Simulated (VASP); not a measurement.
# Sr3Zn in VASP: a series of runs

Sr3Zn is run at these levels: PBEsol; tasks: single point.

Everything below comes from runs of VASP 6.6.1. Logs are shortened: lines on timing, memory, paths and dates and some standing lists are left out, and cuts for length are marked.

## (1) The cell of the first run

Symmetry: P-4m2, No. 115, tetragonal system. The conventional cell has a = 5.423 Å, b = 5.423 Å, c = 5.505 Å, α = 90.00°, β = 90.00°, γ = 90.00°. Within 5.0 Å of Sr (site symmetry 2mm) lie 8 Sr at 3.83 to 3.89 Å and 4 Zn at 3.83 to 3.89 Å. Within 5.0 Å of Sr (site symmetry -4m2) lie 8 Sr at 3.83 to 3.89 Å and 4 Zn at 3.83 Å. Zn (site symmetry -4m2) has 12 Sr at 3.83 to 3.89 Å within 5.0 Å.

## (2) Single point, PBEsol (strained and its atoms moved)

File INCAR:

```
SYSTEM = Sr3Zn
PREC = Accurate
ENCUT = 520
EDIFF = 1E-6
ISMEAR = 0
SIGMA = 0.1
LREAL = .FALSE.
LASPH = .TRUE.
NELM = 100
ALGO = Normal
ISIF = 2
LWAVE = .FALSE.
LCHARG = .TRUE.
GGA = PS
LELF = .TRUE.
LVHAR = .TRUE.
NBANDS = 29
```

File KPOINTS:

```
Automatic mesh
0
G
  8 8 8
  0 0 0
```

File POSCAR:

```
Sr3Zn
1.0
    5.4231698009      0.0000000000      0.0000000000
    0.0000000000      5.4231698009      0.0000000000
    0.0000000000      0.0000000000      5.5053689309
Sr Zn
3 1
Direct
    0.5000000000      0.0000000000      0.5077421270
    0.5000000000      0.5000000000      0.0000000000
    0.0000000000      0.5000000000      0.4922578730
    0.0000000000      0.0000000000      0.0000000000
```

Potentials or basis: VASP PAW PBE potentials, release 64 (Sr_sv, Zn).

Command:

```
cat potpaw_PBE.64/Sr_sv/POTCAR potpaw_PBE.64/Zn/POTCAR > POTCAR
mpirun -np 1 vasp_std > vasp.out
```

OUTCAR:

```text
SYSTEM = Sr3Zn
   PREC = Accurate
   ENCUT = 520
   EDIFF = 1E-6
   ISMEAR = 0
   LREAL = .FALSE.
   LASPH = .TRUE.
   NELM = 100
   ISIF = 2
   GGA = PS

 ion  position               nearest neighbor table
   1  0.500  0.000  0.508-   2 3.83   4 3.83   2 3.83   4 3.83   3 3.84   3 3.84   3 3.84   3 3.84
                             2 3.89   4 3.89   4 3.89   2 3.89
   2  0.500  0.500  0.000-   1 3.83   3 3.83   1 3.83   3 3.83   4 3.83   4 3.83   4 3.83   4 3.83
                             1 3.89   1 3.89   3 3.89   3 3.89
   3  0.000  0.500  0.492-   2 3.83   4 3.83   4 3.83   2 3.83   1 3.84   1 3.84   1 3.84   1 3.84
                             2 3.89   4 3.89   4 3.89   2 3.89
   4  0.000  0.000  0.000-   1 3.83   3 3.83   3 3.83   1 3.83   2 3.83   2 3.83   2 3.83   2 3.83
                             1 3.89   1 3.89   3 3.89   3 3.89

  LATTYP: Found a simple tetragonal cell.
 ALAT       =     5.4231698009
 C/A-ratio  =     1.0151570268

  Lattice vectors:

 A1 = (   5.4231698009,   0.0000000000,   0.0000000000)
 A2 = (   0.0000000000,   5.4231698009,   0.0000000000)
 A3 = (   0.0000000000,   0.0000000000,   5.5053689309)

Analysis of symmetry for initial positions (statically):
=====================================================================
 Subroutine PRICEL returns:
 Original cell was already a primitive cell.

 Routine SETGRP: Setting up the symmetry group for a
 simple tetragonal supercell.

 Subroutine GETGRP returns: Found  8 space group operations
 (whereof  8 operations were pure point group operations)
 out of a pool of 16 trial point group operations.

The static configuration has the point symmetry D_2d.

Analysis of symmetry for dynamics (positions and initial velocities):
=====================================================================
 Subroutine PRICEL returns:
 Original cell was already a primitive cell.

 Routine SETGRP: Setting up the symmetry group for a
 simple tetragonal supercell.

 Subroutine GETGRP returns: Found  8 space group operations
 (whereof  8 operations were pure point group operations)
 out of a pool of 16 trial point group operations.

The dynamic configuration has the point symmetry D_2d.

 Subroutine INISYM returns: Found  8 space group operations
 (whereof  8 operations are pure point group operations),
 and found     1 'primitive' translations

----------------------------------------------------------------------------------------

                                     Primitive cell

  volume of cell :     161.9171

  direct lattice vectors                    reciprocal lattice vectors
     5.423169801  0.000000000  0.000000000     0.184394005  0.000000000  0.000000000
     0.000000000  5.423169801  0.000000000     0.000000000  0.184394005  0.000000000
     0.000000000  0.000000000  5.505368931     0.000000000  0.000000000  0.181640870

  length of vectors
     5.423169801  5.423169801  5.505368931     0.184394005  0.184394005  0.181640870

  position of ions in fractional coordinates (direct lattice)
     0.500000000  0.000000000  0.507742127
     0.500000000  0.500000000  0.000000000
     0.000000000  0.500000000  0.492257873
     0.000000000  0.000000000  0.000000000

  ion indices of the primitive-cell ions
   primitive index   ion index
                 1           1
                 2           2
                 3           3
                 4           4

----------------------------------------------------------------------------------------

 KPOINTS: Automatic mesh

Automatic generation of k-mesh.
 Grid dimensions read from file:
 generate k-points for:    8    8    8

 Generating k-lattice:

  Cartesian coordinates                     Fractional coordinates (reciprocal lattice)
     0.023049251  0.000000000  0.000000000     0.125000000  0.000000000  0.000000000
     0.000000000  0.023049251  0.000000000     0.000000000  0.125000000  0.000000000
     0.000000000  0.000000000  0.022705109     0.000000000  0.000000000  0.125000000

  Length of vectors
     0.023049251  0.023049251  0.022705109

  Shift w.r.t. Gamma in fractional coordinates (k-lattice)
     0.000000000  0.000000000  0.000000000

 Subroutine IBZKPT returns following result:
 ===========================================

 Found     75 irreducible k-points:

 Following reciprocal coordinates:
            Coordinates               Weight
  0.000000  0.000000  0.000000      1.000000
  0.125000  0.000000  0.000000      4.000000
  0.250000  0.000000  0.000000      4.000000
  0.375000  0.000000  0.000000      4.000000
  0.500000  0.000000  0.000000      2.000000
  0.125000  0.125000  0.000000      4.000000
[... 16 lines left out ...]
  0.375000  0.125000  0.125000     16.000000
  0.500000  0.125000  0.125000      8.000000
 [... further k-points ...]
   k-points           NKPTS =     75   k-points in BZ     NKDIM =     75   number of bands    NBANDS=     29
   number of dos      NEDOS =    301   number of ions     NIONS =      4
   total plane-waves  NPLWV =  67200
   dimension x,y,z NGX =    40 NGY =   40 NGZ =   42
   dimension x,y,z NGXF=    80 NGYF=   80 NGZF=   84
   ions per type =               3   1
   NGX,Y,Z   is equivalent  to a cutoff of  12.26, 12.26, 12.68 a.u.
   NGXF,Y,Z  is equivalent  to a cutoff of  24.52, 24.52, 25.37 a.u.
 SYSTEM =  Sr3Zn
   PREC   = accura    normal or accurate (medium, high low for compatibility)
   ISTART =      0    job   : 0-new  1-cont  2-samecut
   ICHARG =      2    charge: 1-file 2-atom 10-const
   ISPIN  =      1    spin polarized calculation?
   LNONCOLLINEAR =      F non collinear calculations
   LSORBIT =      F    spin-orbit coupling
   LASPH  =      T    aspherical Exc in radial PAW
   ENCUT  =  520.0 eV  38.22 Ry    6.18 a.u.  10.08 10.08 10.24*2*pi/ulx,y,z
   NELM   =    100;   NELMIN=  2; NELMDL= -5     # of ELM steps
   EDIFF  = 0.1E-05   stopping-criterion for ELM
   LREAL  =      F    real-space projection
   EDIFFG = 0.1E-04   stopping-criterion for IOM
   NSW    =      0    number of steps for IOM
   IBRION =     -1    ionic relax: 0-MD 1-quasi-New 2-CG
   NFREE  =      0    steps in history (QN), initial steepest desc. (CG)
   ISIF   =      2    stress and relaxation
   ISYM   =      2    0-nonsym 1-usesym 2-fastsym
   POTIM  = 0.5000    time-step for ionic-motion
   TEBEG  =    0.0;   TEEND  =   0.0 temperature during run
   PSTRESS=    0.0 pullay stress
   NELECT =      42.0000    total number of electrons
   NUPDOWN=      -1.0000    fix difference up-down
   EMIN   =  10.00;   EMAX   =-10.00  energy-range for DOS
   EFERMI =   0.00;   METHOD = LEGACY
   ISMEAR =     0;   SIGMA  =   0.10  broadening in eV -4-tet -1-fermi 0-gaus
   EFERMI_NEDOS =   21; number of points for ismear=-14 and -15
   IALGO  =     38    algorithm
   IMIX   =      4    mixing-type and parameters
     AMIX     =   0.40;   BMIX     =  1.00
     AMIX_MAG =   1.60;   BMIX_MAG =  1.00
  volume/ion in A,a.u.               =      40.48       273.17
  Fermi-wavevector in a.u.,A,eV,Ry     =   1.044064  1.972994 14.831288  1.090069
  Thomas-Fermi vector in A             =   2.178800
   LORBIT       =      0    0 simple, 1 ext, 2 COOP (PROOUT), +10 PAW based schemes
   GGA     = PS    functional components
   LHFCALC =     F    Hartree Fock is set to
   AEXX    =    0.0000 exact exchange contribution
   IVDW    =     0    specifies the selected vdW correction
   LEPSILON=     F    determine dielectric tensor
   LRPA    =     F    only Hartree local field effects (RPA)
 non-spin polarized calculation
 Gauss-broadening in eV      SIGMA  =   0.10
  energy-cutoff  :      520.00
  volume of cell :      161.92
 maximum number of plane-waves:      4405
   NGX = 21   NGY = 21   NGZ = 21

 number of electron      42.0000007 magnetization

 Free energy of the ion-electron system (eV)
  ---------------------------------------------------
  ext. energy  EPLUGINS =         0.00000000
  ---------------------------------------------------
  free energy    TOTEN  =        -6.61805141 eV

  energy without entropy =       -6.58071476  energy(sigma->0) =       -6.59938309

 E-fermi :   1.7919     XC(G=0):  -8.2203

 val. band max:        1.7819369960   @ k =   0.2500   0.2500   0.2500
 cond. band min:       1.7933919833   @ k =   0.1250   0.0000   0.3750
 fundamental gap:      0.0114549873
 Fermi energy:         1.7918660041

 k-point     1 :       0.0000    0.0000    0.0000
  band No.  band energies     occupation
      1     -34.4395      2.00000
      2     -34.3869      2.00000
      3     -34.3821      2.00000
      4     -16.6279      2.00000
      5     -16.6263      2.00000
      6     -16.6263      2.00000
[... 21 lines left out ...]
     28       4.4866      0.00000
     29       5.5257      0.00000

 k-point     2 :       0.1250    0.0000    0.0000
  band No.  band energies     occupation
      1     -34.4376      2.00000
      2     -34.3874      2.00000
      3     -34.3834      2.00000
      4     -16.6208      2.00000
      5     -16.6181      2.00000
      6     -16.6140      2.00000
[... 21 lines left out ...]
     28       4.6244      0.00000
     29       5.4091      0.00000

 k-point     3 :       0.2500    0.0000    0.0000
  band No.  band energies     occupation
      1     -34.4325      2.00000
      2     -34.3909      2.00000
      3     -34.3851      2.00000
      4     -16.6002      2.00000
      5     -16.5961      2.00000
      6     -16.5801      2.00000
[... 21 lines left out ...]
     28       4.4502      0.00000
     29       5.0601      0.00000

 k-point     4 :       0.3750    0.0000    0.0000
  band No.  band energies     occupation
      1     -34.4255      2.00000
      2     -34.3974      2.00000
      3     -34.3854      2.00000
      4     -16.5745      2.00000
      5     -16.5687      2.00000
      6     -16.5283      2.00000
[... 597 lines left out ...]
     28       4.5902      0.00000
     29       5.1168      0.00000

 k-point    23 :       0.3750    0.1250    0.1250
  band No.  band energies     occupation
      1     -34.4228      2.00000
      2     -34.3975      2.00000
      3     -34.3880      2.00000
      4     -16.6082      2.00000
      5     -16.5400      2.00000
      6     -16.5158      2.00000
[... 21 lines left out ...]
     28       4.1628      0.00000
     29       4.7498      0.00000

 k-point    24 :       0.5000    0.1250    0.1250
  band No.  band energies     occupation
      1     -34.4188      2.00000
      2     -34.4014      2.00000
      3     -34.3880      2.00000
      4     -16.5914      2.00000
      5     -16.5190      2.00000
      6     -16.5179      2.00000
[... 21 lines left out ...]
     28       4.3998      0.00000
     29       4.4977      0.00000

 [... further k-points ...]

------------------------ aborting loop because EDIFF is reached ----------------------------------------

  FORCE on cell =-STRESS in cart. coord.  units (eV):
  Direction    XX          YY          ZZ          XY          YZ          ZX
  --------------------------------------------------------------------------------------
  -------------------------------------------------------------------------------------
  Total       -0.6372914     -0.6372914     -0.6160018      0.0000000     -0.0000000      0.0000000
  in kB       -6.3060267     -6.3060267     -6.0953651      0.0000000     -0.0000000      0.0000000
  external PRESSURE =      -6.2358062 kB  Pullay stress =       0.0000000 kB

 VOLUME and BASIS-vectors are now :
 -----------------------------------------------------------------------------
  energy-cutoff  :      520.00
  volume of cell :      161.92
      direct lattice vectors                 reciprocal lattice vectors
     5.423169801  0.000000000  0.000000000     0.184394005  0.000000000  0.000000000
     0.000000000  5.423169801  0.000000000     0.000000000  0.184394005  0.000000000
     0.000000000  0.000000000  5.505368931     0.000000000  0.000000000  0.181640870

 POSITION                                       TOTAL-FORCE (eV/Angst)
 -----------------------------------------------------------------------------------
      2.71158      0.00000      2.79531         0.000000      0.000000     -0.040461
      2.71158      2.71158      0.00000         0.000000      0.000000      0.000000
      0.00000      2.71158      2.71006         0.000000     -0.000000      0.040461
      0.00000      0.00000      0.00000         0.000000      0.000000      0.000000
 -----------------------------------------------------------------------------------
    total drift:                                0.000000     -0.000000     -0.000000

  FREE ENERGIE OF THE ION-ELECTRON SYSTEM (eV)
  ---------------------------------------------------
  free  energy   TOTEN  =        -6.6180514145 eV

  energy  without entropy=       -6.5807147563  energy(sigma->0) =       -6.59938309
```

It took 2.5 min on 1 thread of Intel Xeon 6975P-C (Granite Rapids), shared host; peak memory 0.46 GiB.

Results:

| Item | Value |
| --- | --- |
| Free energy | -6.6181 eV |
| Pressure | -0.6 GPa |
| Largest force | 0.040 eV/Å |
| Band gap on the k mesh | zero (bands 21 and 22 overlap by 0.52 eV) |

Forces on the atoms (eV/Å):
```
Sr   0.000  0.000 -0.040
Sr   0.000  0.000  0.000
Sr   0.000  0.000  0.040
Zn   0.000  0.000  0.000
```

Caveat: the cell differs from its parent crystal (strained and its atoms moved); the PAW data sets were made with another functional, which shifts forces and pressure a little.

## (3) Single point, PBEsol (strained)

File INCAR:

```
PREC = Accurate ; ENCUT = 520
EDIFF = 1E-6 ; ISMEAR = 0
SIGMA = 0.1 ; LREAL = False
LASPH = True ; NELM = 100
ALGO = Normal ; ISIF = 2
LWAVE = False ; LCHARG = False
GGA = PS ; NBANDS = 29
```

File KPOINTS:

```
regular mesh
0
Gamma
  8 8 8
```

File POSCAR:

```
Sr3Zn
1.0
    5.5877324591      0.0000000000      0.0000000000
    0.0000000000      5.5877324591      0.0000000000
    0.0000000000      0.0000000000      5.5877324591
Sr Zn
3 1
Direct
    0.5000000000      0.0000000000      0.5000000000
    0.5000000000      0.5000000000      0.0000000000
    0.0000000000      0.5000000000      0.5000000000
    0.0000000000      0.0000000000      0.0000000000
```

Potentials or basis: VASP PAW PBE potentials, release 64 (Sr_sv, Zn).

Command:

```
cat potpaw_PBE.64/Sr_sv/POTCAR potpaw_PBE.64/Zn/POTCAR > POTCAR
mpirun -np 1 vasp_std > vasp.out
```

Wall time 62 s (1 thread of Intel Xeon 6975P-C (Granite Rapids), shared host); peak memory 0.35 GiB.

Results (log left out):

```
Free energy            : -6.5365 eV
Pressure               : -1.4 GPa
Band gap on the k mesh : zero (bands 21 and 22 overlap by 0.55 eV)
```

Levels at points of the mesh, in eV from the Fermi level:
| k point | band 19 | band 20 | band 21 | band 22 | band 23 | band 24 |
| --- | --- | --- | --- | --- | --- | --- |
| (0.00, 0.00, 0.00) | -1.68 | 0.12 | 0.12 | 0.77 | 0.77 | 0.77 |
| (0.50, 0.00, 0.00) | -2.55 | -0.25 | 0.27 | 0.27 | 1.11 | 1.16 |
| (0.50, 0.50, 0.00) | -1.48 | -1.48 | -0.89 | 0.24 | 1.04 | 1.27 |
| (0.50, 0.50, 0.50) | -0.67 | -0.67 | -0.67 | -0.11 | -0.11 | -0.11 |

Caveat: the cell differs from its parent crystal (strained); the PAW data sets were made with another functional, which shifts forces and pressure a little.
